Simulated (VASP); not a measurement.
# Cs (I4/mmm) in VASP: notebook

The runs below take Cs through single point, with PBE.

Program: VASP 6.6.1. These are calculated values, not measurements. Logs are shortened: lines on timing, memory, paths and dates and some standing lists are left out, and cuts for length are marked.

## 1. The cell of the first run

It takes space group I4/mmm (No. 139, tetragonal). Conventional cell: a = 5.561 Å, b = 5.561 Å, c = 6.529 Å, α = 90.00°, β = 90.00°, γ = 90.00°.

## 2. Single point, PBE (strain -0.080 along x and y, +0.080 along z)

Contents of INCAR:

```
SYSTEM = Cs
  PREC = Accurate
  ENCUT = 520
  EDIFF = 1E-6
  ISMEAR = 0
  SIGMA = 0.15
  LREAL = .FALSE.
  LASPH = .TRUE.
  NELM = 80
  ALGO = Fast
  ISIF = 2
  LWAVE = .FALSE.
  LCHARG = .FALSE.
  GGA = PE
  NBANDS = 10
```

Contents of KPOINTS:

```
regular mesh
0
G
  12 12 12
  0 0 0
```

Contents of POSCAR:

```
Cs
1.0
   -2.7807000000      2.7807000000      3.2643000000
    2.7807000000     -2.7807000000      3.2643000000
    2.7807000000      2.7807000000     -3.2643000000
Cs
1
Direct
    0.0000000000      0.0000000000      0.0000000000
```

Potentials or basis: VASP PAW PBE potentials, release 64 (Cs_sv).

Launch:

```sh
cat potpaw_PBE.64/Cs_sv/POTCAR > POTCAR
mpirun -np 1 vasp_std > vasp.out
```

OUTCAR:

```text
SYSTEM = Cs
   PREC = Accurate
   ENCUT = 520
   EDIFF = 1E-6
   ISMEAR = 0
   LREAL = .FALSE.
   LASPH = .TRUE.
   NELM = 80
   ISIF = 2
   GGA = PE

 ion  position               nearest neighbor table
   1  0.000  0.000  0.000-

  LATTYP: Found a body centered tetragonal cell.
 ALAT       =     5.5614000000
 C/A-ratio  =     1.1739130435

  Lattice vectors:

 A1 = (  -2.7807000000,   2.7807000000,   3.2643000000)
 A2 = (   2.7807000000,  -2.7807000000,   3.2643000000)
 A3 = (   2.7807000000,   2.7807000000,  -3.2643000000)

Analysis of symmetry for initial positions (statically):
=====================================================================
 Subroutine PRICEL returns:
 Original cell was already a primitive cell.

 Routine SETGRP: Setting up the symmetry group for a
 body centered tetragonal supercell.

 Subroutine GETGRP returns: Found 16 space group operations
 (whereof 16 operations were pure point group operations)
 out of a pool of 16 trial point group operations.

The static configuration has the point symmetry D_4h.

Analysis of symmetry for dynamics (positions and initial velocities):
=====================================================================
 Subroutine PRICEL returns:
 Original cell was already a primitive cell.

 Routine SETGRP: Setting up the symmetry group for a
 body centered tetragonal supercell.

 Subroutine GETGRP returns: Found 16 space group operations
 (whereof 16 operations were pure point group operations)
 out of a pool of 16 trial point group operations.

The dynamic configuration has the point symmetry D_4h.

 Subroutine INISYM returns: Found 16 space group operations
 (whereof 16 operations are pure point group operations),
 and found     1 'primitive' translations

----------------------------------------------------------------------------------------

                                     Primitive cell

  volume of cell :     100.9621

  direct lattice vectors                    reciprocal lattice vectors
    -2.780700000  2.780700000  3.264300000     0.000000000  0.179810839  0.153172196
     2.780700000 -2.780700000  3.264300000     0.179810839  0.000000000  0.153172196
     2.780700000  2.780700000 -3.264300000     0.179810839  0.179810839  0.000000000

  length of vectors
     5.110796364  5.110796364  5.110796364     0.236206815  0.236206815  0.254290927

  position of ions in fractional coordinates (direct lattice)
     0.000000000  0.000000000  0.000000000

  ion indices of the primitive-cell ions
   primitive index   ion index
                 1           1

----------------------------------------------------------------------------------------

 KPOINTS: regular mesh

Automatic generation of k-mesh.
 Grid dimensions read from file:
 generate k-points for:   12   12   12

 Generating k-lattice:

  Cartesian coordinates                     Fractional coordinates (reciprocal lattice)
     0.000000000  0.014984237  0.012764350     0.083333333  0.000000000  0.000000000
     0.014984237  0.000000000  0.012764350     0.000000000  0.083333333  0.000000000
     0.014984237  0.014984237  0.000000000     0.000000000  0.000000000  0.083333333

  Length of vectors
     0.019683901  0.019683901  0.021190911

  Shift w.r.t. Gamma in fractional coordinates (k-lattice)
     0.000000000  0.000000000  0.000000000

 Subroutine IBZKPT returns following result:
 ===========================================

 Found    163 irreducible k-points:

 Following reciprocal coordinates:
            Coordinates               Weight
  0.000000  0.000000  0.000000      1.000000
  0.083333 -0.000000  0.000000      8.000000
  0.166667 -0.000000  0.000000      8.000000
  0.250000 -0.000000  0.000000      8.000000
  0.333333  0.000000  0.000000      8.000000
  0.416667 -0.000000  0.000000      8.000000
[... 16 lines left out ...]
  0.500000  0.166667  0.000000     16.000000
 -0.416667  0.166667 -0.000000     16.000000
 [... further k-points ...]
   k-points           NKPTS =    163   k-points in BZ     NKDIM =    163   number of bands    NBANDS=     10
   number of dos      NEDOS =    301   number of ions     NIONS =      1
   total plane-waves  NPLWV =  64000
   dimension x,y,z NGX =    40 NGY =   40 NGZ =   40
   dimension x,y,z NGXF=    80 NGYF=   80 NGZF=   80
   ions per type =               1
   NGX,Y,Z   is equivalent  to a cutoff of  13.01, 13.01, 13.01 a.u.
   NGXF,Y,Z  is equivalent  to a cutoff of  26.02, 26.02, 26.02 a.u.
 SYSTEM =  Cs
   PREC   = accura    normal or accurate (medium, high low for compatibility)
   ISTART =      0    job   : 0-new  1-cont  2-samecut
   ICHARG =      2    charge: 1-file 2-atom 10-const
   ISPIN  =      1    spin polarized calculation?
   LNONCOLLINEAR =      F non collinear calculations
   LSORBIT =      F    spin-orbit coupling
   LASPH  =      T    aspherical Exc in radial PAW
   ENCUT  =  520.0 eV  38.22 Ry    6.18 a.u.   9.50  9.50  9.50*2*pi/ulx,y,z
   NELM   =     80;   NELMIN=  2; NELMDL= -5     # of ELM steps
   EDIFF  = 0.1E-05   stopping-criterion for ELM
   LREAL  =      F    real-space projection
   EDIFFG = 0.1E-04   stopping-criterion for IOM
   NSW    =      0    number of steps for IOM
   IBRION =     -1    ionic relax: 0-MD 1-quasi-New 2-CG
   NFREE  =      0    steps in history (QN), initial steepest desc. (CG)
   ISIF   =      2    stress and relaxation
   ISYM   =      2    0-nonsym 1-usesym 2-fastsym
   POTIM  = 0.5000    time-step for ionic-motion
   TEBEG  =    0.0;   TEEND  =   0.0 temperature during run
   PSTRESS=    0.0 pullay stress
   NELECT =       9.0000    total number of electrons
   NUPDOWN=      -1.0000    fix difference up-down
   EMIN   =  10.00;   EMAX   =-10.00  energy-range for DOS
   EFERMI =   0.00;   METHOD = LEGACY
   ISMEAR =     0;   SIGMA  =   0.15  broadening in eV -4-tet -1-fermi 0-gaus
   EFERMI_NEDOS =   21; number of points for ismear=-14 and -15
   IALGO  =     68    algorithm
   IMIX   =      4    mixing-type and parameters
     AMIX     =   0.40;   BMIX     =  1.00
     AMIX_MAG =   1.60;   BMIX_MAG =  1.00
  volume/ion in A,a.u.               =     100.96       681.33
  Fermi-wavevector in a.u.,A,eV,Ry     =   0.731312  1.381980  7.276637  0.534818
  Thomas-Fermi vector in A             =   1.823498
   LORBIT       =      0    0 simple, 1 ext, 2 COOP (PROOUT), +10 PAW based schemes
   GGA     = PE    functional components
   LHFCALC =     F    Hartree Fock is set to
   AEXX    =    0.0000 exact exchange contribution
   IVDW    =     0    specifies the selected vdW correction
   LEPSILON=     F    determine dielectric tensor
   LRPA    =     F    only Hartree local field effects (RPA)
 non-spin polarized calculation
 RMM-DIIS sequential band-by-band and
 Gauss-broadening in eV      SIGMA  =   0.15
  energy-cutoff  :      520.00
  volume of cell :      100.96
 maximum number of plane-waves:      2759
 NGX is ok and might be reduce to    40
   NGX = 19   NGY = 19   NGZ = 19

 number of electron       8.9999999 magnetization

 Free energy of the ion-electron system (eV)
  ---------------------------------------------------
  ext. energy  EPLUGINS =         0.00000000
  ---------------------------------------------------
  free energy    TOTEN  =        -0.84003445 eV

  energy without entropy =       -0.82447254  energy(sigma->0) =       -0.83225349

 E-fermi :   0.8039     XC(G=0):  -5.7452

 val. band max:        0.7950793858   @ k =  -0.4167   0.4167   0.0833
 cond. band min:       0.8080857205   @ k =  -0.3333  -0.3333   0.2500
 fundamental gap:      0.0130063347
 Fermi energy:         0.8039042661

 k-point     1 :       0.0000    0.0000    0.0000
  band No.  band energies     occupation
      1     -22.9898      2.00000
      2      -9.7089      2.00000
      3      -9.7089      2.00000
      4      -9.7063      2.00000
      5      -1.0079      2.00000
      6       3.2285      0.00000
      7       3.2285      0.00000
      8       3.8171      0.00000
      9       3.8916      0.00000
     10       4.7381      0.00000

 k-point     2 :       0.0833   -0.0000    0.0000
  band No.  band energies     occupation
      1     -22.9890      2.00000
      2      -9.7229      2.00000
      3      -9.7126      2.00000
      4      -9.7076      2.00000
      5      -0.9232      2.00000
      6       3.1537      0.00000
      7       3.2465      0.00000
      8       3.7545      0.00000
      9       3.8662      0.00000
     10       4.6434      0.00000

 k-point     3 :       0.1667   -0.0000    0.0000
  band No.  band energies     occupation
      1     -22.9868      2.00000
      2      -9.7634      2.00000
      3      -9.7225      2.00000
      4      -9.7084      2.00000
      5      -0.6795      2.00000
      6       2.8691      0.00000
      7       3.2060      0.00000
      8       3.7615      0.00000
      9       3.9420      0.00000
     10       4.4910      0.00000

 k-point     4 :       0.2500   -0.0000    0.0000
  band No.  band energies     occupation
      1     -22.9839      2.00000
      2      -9.8175      2.00000
      3      -9.7360      2.00000
      4      -9.7095      2.00000
      5      -0.3081      2.00000
      6       2.4874      0.00000
      7       3.0477      0.00000
      8       3.8401      0.00000
      9       4.2679      0.00000
     10       4.4512      0.00000
[... 222 lines left out ...]
 k-point    22 :       0.4167    0.1667    0.0000
  band No.  band energies     occupation
      1     -22.9770      2.00000
      2      -9.9027      2.00000
      3      -9.7877      2.00000
      4      -9.7274      2.00000
      5       1.0280      0.03459
      6       1.6939      0.00000
      7       2.4622      0.00000
      8       3.7433      0.00000
      9       4.8875      0.00000
     10       5.3566      0.00000

 k-point    23 :       0.5000    0.1667    0.0000
  band No.  band energies     occupation
      1     -22.9775      2.00000
      2      -9.8966      2.00000
      3      -9.7806      2.00000
      4      -9.7303      2.00000
      5       0.8581      0.60959
      6       1.7869      0.00000
      7       2.5068      0.00000
      8       3.7835      0.00000
      9       4.9860      0.00000
     10       5.1677      0.00000

 k-point    24 :      -0.4167    0.1667   -0.0000
  band No.  band energies     occupation
      1     -22.9793      2.00000
      2      -9.8729      2.00000
      3      -9.7649      2.00000
      4      -9.7313      2.00000
      5       0.4370      1.99946
      6       2.0492      0.00000
      7       2.5797      0.00000
      8       3.8264      0.00000
      9       4.7262      0.00000
     10       5.0512      0.00000

 [... further k-points ...]
[... 5 lines left out ...]
  --------------------------------------------------------------------------------------
  -------------------------------------------------------------------------------------
  Total        0.2267317      0.2267317      0.2241707      0.0000000     -0.0000000      0.0000000
  in kB        3.5980278      3.5980278      3.5573870      0.0000000     -0.0000000      0.0000000
  external PRESSURE =       3.5844809 kB  Pullay stress =       0.0000000 kB

 VOLUME and BASIS-vectors are now :
 -----------------------------------------------------------------------------
  energy-cutoff  :      520.00
  volume of cell :      100.96
      direct lattice vectors                 reciprocal lattice vectors
    -2.780700000  2.780700000  3.264300000     0.000000000  0.179810839  0.153172196
     2.780700000 -2.780700000  3.264300000     0.179810839  0.000000000  0.153172196
     2.780700000  2.780700000 -3.264300000     0.179810839  0.179810839  0.000000000

 POSITION                                       TOTAL-FORCE (eV/Angst)
 -----------------------------------------------------------------------------------
      0.00000      0.00000      0.00000        -0.000000      0.000000      0.000000
 -----------------------------------------------------------------------------------
    total drift:                               -0.000000      0.000000     -0.000000

  FREE ENERGIE OF THE ION-ELECTRON SYSTEM (eV)
  ---------------------------------------------------
  free  energy   TOTEN  =        -0.8400344487 eV

  energy  without entropy=       -0.8244725404  energy(sigma->0) =       -0.83225349
```

Wall time 3 min (1 thread of Intel Xeon 8259CL, shared host); peak memory 0.34 GiB.

Results:

```yaml
Free_energy: -0.8400 eV
Pressure: 0.4 GPa
```

Caveat: the cell differs from its parent crystal (strain -0.080 along x and y, +0.080 along z); spin-orbit coupling is left out, which moves the levels of the heavy elements.

## 3. Single point, PBE (strain +0.080 along x and y, -0.080 along z)

Contents of INCAR:

```
ALGO = Fast ; EDIFF = 1E-6
ENCUT = 520 ; GGA = PE
ISIF = 2 ; ISMEAR = 0
LASPH = True ; LCHARG = True
LELF = True ; LREAL = False
LVHAR = True ; LWAVE = False
NBANDS = 10 ; NELM = 60
PREC = Accurate ; SIGMA = 0.15
```

Contents of KPOINTS:

```
k-points
0
Gamma
  12 12 12
```

Contents of POSCAR:

```
Cs
1.0
   -3.2643000000      3.2643000000      2.7807000000
    3.2643000000     -3.2643000000      2.7807000000
    3.2643000000      3.2643000000     -2.7807000000
Cs
1
Direct
    0.0000000000      0.0000000000      0.0000000000
```

Potentials or basis: VASP PAW PBE potentials, release 64 (Cs_sv).

Launch:

```sh
cat potpaw_PBE.64/Cs_sv/POTCAR > POTCAR
mpirun -np 1 vasp_std > vasp.out
```

It took 3.3 min on 1 thread of Intel Xeon 8259CL, shared host; peak memory 0.36 GiB.

The run converged. Its results:

```
Free energy : -0.8533 eV
Pressure    : 0.0 GPa
```

Stress tensor (GPa, compression positive):
```
-0.07  0.00  0.00
 0.00 -0.07  0.00
 0.00  0.00  0.06
```

Levels at points of the mesh, in eV from the Fermi level:
| k point | band 3 | band 4 | band 5 | band 6 | band 7 | band 8 |
| --- | --- | --- | --- | --- | --- | --- |
| (0.00, 0.00, 0.00) | -10.63 | -10.62 | -1.65 | 2.07 | 2.78 | 2.78 |
| (0.50, 0.00, 0.00) | -10.67 | -10.64 | 0.13 | 0.99 | 1.45 | 3.15 |
| (0.50, 0.50, 0.00) | -10.65 | -10.62 | -0.09 | 0.64 | 2.18 | 2.71 |
| (0.50, 0.50, 0.50) | -10.72 | -10.68 | 0.55 | 0.78 | 2.52 | 2.52 |

Caveat: the cell differs from its parent crystal (strain +0.080 along x and y, -0.080 along z); spin-orbit coupling is left out, which moves the levels of the heavy elements.
